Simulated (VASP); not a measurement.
Runs of VASP 6.6.1 on TiNi. The structure is that of space group Pm-3m (No. 221), or close to it. The cells are those of the table. 

```tsv
task	cell	k mesh for the DOS	occupations for the DOS	gap on the mesh (eV)	pressure (GPa)
single point	a = 3.067 Å, 2 atoms	-	-	none	(b)
single point	a = 2.941 Å, 2 atoms	-	-	none	5.4
single point	a = 2.910 Å, 2 atoms	-	-	none	12.0
single point	a = 3.029 Å, 2 atoms	-	-	none	-9.2
single point	a = 3.000 Å, 2 atoms	-	-	none	(a)
single point	a = 2.879 Å, 2 atoms	-	-	none	19.7
single point	a = 2.988 Å, 2 atoms	-	-	none	-3.1
```

Alike in all rows: level PBEsol; potentials or basis VASP PAW PBE potentials, release 64 (Ti_sv, Ni); no spin polarisation; k mesh 14 × 14 × 14; cutoff (eV) 520; smearing gaussian 0.1 eV.

**Question.** Estimate the missing entries.

**Answer.** (a) -5.0; (b) -13.7.

Caveats: the PAW data sets were made with another functional, which shifts forces and pressure a little.

A gap of «none» marks levels without a gap at the run's occupations.
